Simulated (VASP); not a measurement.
# Al2O3 (P-3m1) in VASP: further runs, part 2 of 2

VASP 6.6.1.

### Step 5. Single point, HSE06

POSCAR reads:

```
Al2O3
1.0
    3.0174825440      0.0000000000      0.0000000000
   -1.5087412720      2.6132165386      0.0000000000
    0.0000000000      0.0000000000      7.5746360022
Al O
2 3
Direct
    0.0000000000      0.0000000000      0.7220490000
    0.0000000000      0.0000000000      0.2779510000
    0.0000000000      0.0000000000      0.5000000000
    0.6666666667      0.3333333333      0.8005460000
    0.3333333333      0.6666666667      0.1994540000
```

INCAR.step1 reads:

```
SYSTEM = Al2O3
  PREC = Accurate
  ENCUT = 520
  EDIFF = 1E-5
  ISMEAR = -1
  SIGMA = 0.05
  LREAL = .FALSE.
  LASPH = .TRUE.
  NELM = 60
  ALGO = Normal
  ISIF = 2
  LWAVE = .TRUE.
  GGA = PE
  NBANDS = 20
  KPAR = 4
```

INCAR.step2 reads:

```
SYSTEM = Al2O3
  PREC = Accurate
  ENCUT = 520
  EDIFF = 1E-6
  ISMEAR = -1
  SIGMA = 0.05
  LREAL = .FALSE.
  LASPH = .TRUE.
  NELM = 60
  ALGO = Normal
  ISIF = 2
  LWAVE = .FALSE.
  LCHARG = .TRUE.
  GGA = PE
  LHFCALC = .TRUE.
  HFSCREEN = 0.2079
  PRECFOCK = Fast
  LVHAR = .TRUE.
  ISTART = 1
  NBANDS = 20
  KPAR = 4
```

KPOINTS reads:

```
Automatic mesh
0
G
  8 8 4
  0 0 0
```

Potentials or basis: VASP PAW PBE potentials, release 64 (Al, O).

Started as:

```sh
$ cat potpaw_PBE.64/Al/POTCAR potpaw_PBE.64/O/POTCAR > POTCAR
$ cp INCAR.step1 INCAR
$ mpirun -np 4 vasp_std > vasp.out
$ cp INCAR.step2 INCAR
$ mpirun -np 4 vasp_std > vasp.out
```

OUTCAR:

```text
SYSTEM = Al2O3
   PREC = Accurate
   ENCUT = 520
   EDIFF = 1E-6
   ISMEAR = -1
   LREAL = .FALSE.
   LASPH = .TRUE.
   NELM = 60
   ISIF = 2
   GGA = PE
   LHFCALC = .TRUE.
   HFSCREEN = 0.2079
   PRECFOCK = Fast
   ISTART = 1

 ion  position               nearest neighbor table
   1  0.000  0.000  0.722-   3 1.68   4 1.84   4 1.84   4 1.84   2 3.36
   2  0.000  0.000  0.278-   3 1.68   5 1.84   5 1.84   5 1.84   1 3.36
   3  0.000  0.000  0.500-   1 1.68   2 1.68
   4  0.667  0.333  0.801-   1 1.84   1 1.84   1 1.84
   5  0.333  0.667  0.199-   2 1.84   2 1.84   2 1.84

  LATTYP: Found a hexagonal cell.
 ALAT       =     3.0174825440
 C/A-ratio  =     2.5102501478

  Lattice vectors:

 A1 = (   3.0174825440,   0.0000000000,   0.0000000000)
 A2 = (  -1.5087412720,   2.6132165386,   0.0000000000)
 A3 = (   0.0000000000,   0.0000000000,   7.5746360022)

Analysis of symmetry for initial positions (statically):
=====================================================================
 Subroutine PRICEL returns:
 Original cell was already a primitive cell.

 Routine SETGRP: Setting up the symmetry group for a
 hexagonal supercell.

 Subroutine GETGRP returns: Found 12 space group operations
 (whereof 12 operations were pure point group operations)
 out of a pool of 24 trial point group operations.

The static configuration has the point symmetry D_3d.

Analysis of symmetry for dynamics (positions and initial velocities):
=====================================================================
 Subroutine PRICEL returns:
 Original cell was already a primitive cell.

 Routine SETGRP: Setting up the symmetry group for a
 hexagonal supercell.

 Subroutine GETGRP returns: Found 12 space group operations
 (whereof 12 operations were pure point group operations)
 out of a pool of 24 trial point group operations.

The dynamic configuration has the point symmetry D_3d.

 Subroutine INISYM returns: Found 12 space group operations
 (whereof 12 operations are pure point group operations),
 and found     1 'primitive' translations

----------------------------------------------------------------------------------------

                                     Primitive cell

  volume of cell :      59.7285

  direct lattice vectors                    reciprocal lattice vectors
     3.017482544  0.000000000  0.000000000     0.331402083  0.191335082  0.000000000
    -1.508741272  2.613216539  0.000000000     0.000000000  0.382670163  0.000000000
     0.000000000  0.000000000  7.574636002     0.000000000  0.000000000  0.132019545

  length of vectors
     3.017482544  3.017482544  7.574636002     0.382670163  0.382670163  0.132019545

  position of ions in fractional coordinates (direct lattice)
     0.000000000  0.000000000  0.722049000
     0.000000000  0.000000000  0.277951000
     0.000000000  0.000000000  0.500000000
     0.666666667  0.333333333  0.800546000
     0.333333333  0.666666667  0.199454000

[... 38 lines left out ...]
  0.250000  0.000000  0.000000      6.000000
  0.375000 -0.000000  0.000000      6.000000
  0.500000  0.000000  0.000000      3.000000
  0.125000  0.125000  0.000000      6.000000
[... 16 lines left out ...]
 -0.125000  0.500000  0.250000     12.000000
  0.250000  0.250000  0.250000     12.000000
 [... further k-points ...]
   k-points           NKPTS =     35   k-points in BZ     NKDIM =    256   number of bands    NBANDS=     20
   number of dos      NEDOS =    301   number of ions     NIONS =      5
   total plane-waves  NPLWV =  32256
   dimension x,y,z NGX =    24 NGY =   24 NGZ =   56
   dimension x,y,z NGXF=    48 NGYF=   48 NGZF=  112
   ions per type =               2   3
   NGX,Y,Z   is equivalent  to a cutoff of  13.22, 13.22, 12.29 a.u.
   NGXF,Y,Z  is equivalent  to a cutoff of  26.45, 26.45, 24.58 a.u.
 SYSTEM =  Al2O3
   PREC   = accura    normal or accurate (medium, high low for compatibility)
   ISTART =      1    job   : 0-new  1-cont  2-samecut
   ICHARG =      0    charge: 1-file 2-atom 10-const
   ISPIN  =      1    spin polarized calculation?
   LNONCOLLINEAR =      F non collinear calculations
   LSORBIT =      F    spin-orbit coupling
   LASPH  =      T    aspherical Exc in radial PAW
   ENCUT  =  520.0 eV  38.22 Ry    6.18 a.u.   5.61  5.61 14.08*2*pi/ulx,y,z
   NELM   =     60;   NELMIN=  2; NELMDL=  0     # of ELM steps
   EDIFF  = 0.1E-05   stopping-criterion for ELM
   LREAL  =      F    real-space projection
   EDIFFG = 0.1E-04   stopping-criterion for IOM
   NSW    =      0    number of steps for IOM
   IBRION =     -1    ionic relax: 0-MD 1-quasi-New 2-CG
   NFREE  =      0    steps in history (QN), initial steepest desc. (CG)
   ISIF   =      2    stress and relaxation
   ISYM   =      3    0-nonsym 1-usesym 2-fastsym
   POTIM  = 0.5000    time-step for ionic-motion
   TEBEG  =    0.0;   TEEND  =   0.0 temperature during run
   PSTRESS=    0.0 pullay stress
   NELECT =      24.0000    total number of electrons
   NUPDOWN=      -1.0000    fix difference up-down
   EMIN   =  10.00;   EMAX   =-10.00  energy-range for DOS
   EFERMI =   0.00;   METHOD = LEGACY
   ISMEAR =    -1;   SIGMA  =   0.05  broadening in eV -4-tet -1-fermi 0-gaus
   EFERMI_NEDOS =   21; number of points for ismear=-14 and -15
   IALGO  =     38    algorithm
   IMIX   =      1    mixing-type and parameters
     AMIX     =   0.40;   BMIX     =  1.00
     AMIX_MAG =   1.60;   BMIX_MAG =  1.00
  volume/ion in A,a.u.               =      11.95        80.61
  Fermi-wavevector in a.u.,A,eV,Ry     =   1.208049  2.282882 19.856107  1.459383
  Thomas-Fermi vector in A             =   2.343669
   LORBIT       =      0    0 simple, 1 ext, 2 COOP (PROOUT), +10 PAW based schemes
   GGA     = PE    functional components
   LHFCALC =     T    Hartree Fock is set to
   PRECFOCK=fast      Normal, Fast or Accurate (Low or Medium for compatibility)
   ENCUT4O =  -1.0   cutoff for four orbital integrals eV
   NKREDX  =     1    reduce k-point grid by
   NKREDY  =     1    reduce k-point grid by
   NKREDZ  =     1    reduce k-point grid by
   AEXX    =    0.2500 exact exchange contribution
   HFSCREEN=    0.2079 screening length (either q_TF or 0.3 A-1)
   HFSCREENC=   0.2079 screening length for correlation (either q_TF or 0.3 A-1)
   ENCUTFOCK=  -1.0 apply spherical cutoff to Coloumb kernel
   IVDW    =     0    specifies the selected vdW correction
   LEPSILON=     F    determine dielectric tensor
   LRPA    =     F    only Hartree local field effects (RPA)
 non-spin polarized calculation
  energy-cutoff  :      520.00
  volume of cell :       59.73
 maximum number of plane-waves:      1630
 NGX is ok and might be reduce to    24
  NGX = 14; NGY = 14; NGZ = 36

 number of electron      24.0000012 magnetization

 Free energy of the ion-electron system (eV)
  ---------------------------------------------------
  ext. energy  EPLUGINS =         0.00000000
  ---------------------------------------------------
  free energy    TOTEN  =       -43.71415719 eV

  energy without entropy =      -43.71415719  energy(sigma->0) =      -43.71415719

 E-fermi :   3.7492     XC(G=0):  -8.0036

 val. band max:        2.6562963363   @ k =   0.0000   0.0000   0.0000
 cond. band min:       6.5661191917   @ k =   0.0000   0.0000   0.0000
 fundamental gap:      3.9098228553
 Fermi energy:         3.7492314133

 k-point     1 :       0.0000    0.0000    0.0000
  band No.  band energies     occupation
      1     -18.5964      2.00000
      2     -18.3936      2.00000
      3     -15.7072      2.00000
      4      -3.5404      2.00000
      5      -2.1196      2.00000
      6      -1.1954      2.00000
[... 541 lines left out ...]
     19      15.9189      0.00000
     20      16.9495      0.00000

 [... further k-points ...]

------------------------ aborting loop because EDIFF is reached ----------------------------------------

  FORCE on cell =-STRESS in cart. coord.  units (eV):
  Direction    XX          YY          ZZ          XY          YZ          ZX
  --------------------------------------------------------------------------------------
  -------------------------------------------------------------------------------------
  Total       -1.9368937     -1.9368937     -2.2855952      0.0000000      0.0000000     -0.0000000
  in kB      -51.9558467    -51.9558467    -61.3095261      0.0000000      0.0000000     -0.0000000
  external PRESSURE =     -55.0737399 kB  Pullay stress =       0.0000000 kB

 VOLUME and BASIS-vectors are now :
 -----------------------------------------------------------------------------
  energy-cutoff  :      520.00
  volume of cell :       59.73
      direct lattice vectors                 reciprocal lattice vectors
     3.017482544  0.000000000  0.000000000     0.331402083  0.191335082  0.000000000
    -1.508741272  2.613216539  0.000000000     0.000000000  0.382670163  0.000000000
     0.000000000  0.000000000  7.574636002     0.000000000  0.000000000  0.132019545

 POSITION                                       TOTAL-FORCE (eV/Angst)
 -----------------------------------------------------------------------------------
      0.00000      0.00000      5.46926        -0.000000     -0.000000     -0.238299
      0.00000      0.00000      2.10538        -0.000000      0.000000      0.238299
      0.00000      0.00000      3.78732         0.000000      0.000000      0.000000
      1.50874      0.87107      6.06384         0.000000     -0.000000     -0.432957
     -0.00000      1.74214      1.51079        -0.000000      0.000000      0.432957
 -----------------------------------------------------------------------------------
    total drift:                                0.000000     -0.000000      0.000000

  FREE ENERGIE OF THE ION-ELECTRON SYSTEM (eV)
  ---------------------------------------------------
  free  energy   TOTEN  =       -43.7141571930 eV

  energy  without entropy=      -43.7141571930  energy(sigma->0) =      -43.71415719
```

Run time: 12 min. Hardware: 4 MPI ranks of Intel Xeon 6975P-C (Granite Rapids), shared host; peak memory 0.31 GiB.

Results:

| Item | Value |
| --- | --- |
| Free energy | -43.7142 eV |
| Pressure | -5.5 GPa |
| Largest force | 0.433 eV/Å |
| Band gap on the k mesh | 3.91 eV |

Forces in eV/Å, atoms in the order of the input:
```
Al   0.000  0.000 -0.238
Al   0.000  0.000  0.238
O    0.000  0.000  0.000
O    0.000  0.000 -0.433
O    0.000  0.000  0.433
```

Stress tensor (GPa, compression positive):
```
-5.20  0.00  0.00
 0.00 -5.20  0.00
 0.00  0.00 -6.13
```

Caveat: the cell stands under tension; the PAW data sets were made with another functional, which shifts forces and pressure a little. A k mesh can miss the band edges.

### Step 6. Summary

| task | level | potentials or basis | cell | k mesh | cutoff (eV) | grid for exact exchange (PRECFOCK) | share of exact exchange | screening parameter | gap on the mesh (eV) | pressure (GPa) | relaxed volume (Å³/atom) | largest force (eV/Å) |
| --- | --- | --- | --- | --- | --- | --- | --- | --- | --- | --- | --- | --- |
| relaxation of cell and atoms | PBE | VASP PAW PBE potentials, release 64 (Al, O) | relaxed | 10 × 10 × 4 | 600 | - | - | - | 2.37 | 0.0 | 12.88 | 0.01 |
| relaxation of cell and atoms | PBEsol | VASP PAW PBE potentials, release 64 (Al, O) | relaxed | 10 × 10 × 4 | 600 | - | - | - | 2.34 | -0.1 | 11.91 | 0.01 |
| relaxation of cell and atoms | PBEsol | VASP PAW PBE potentials, release 64 (Al, O_h) | relaxed | 10 × 10 × 4 | 1340 | - | - | - | 2.34 | -0.1 | 11.89 | 0.01 |
| single point | HSE06 | VASP PAW PBE potentials, release 64 (Al, O) | as given | 8 × 8 × 4 | 520 | Fast | 0.25 | 0.2079 1/Å | 3.91 | -5.5 | - | 0.43 |

Alike in all rows: no spin polarisation; smearing fermi-dirac 0.05 eV.

Caveats: the PAW data sets were made with another functional, which shifts forces and pressure a little (at least some runs); the cell stands under tension (at least some runs).

Absolute energies hang on the potentials; compare differences alone.
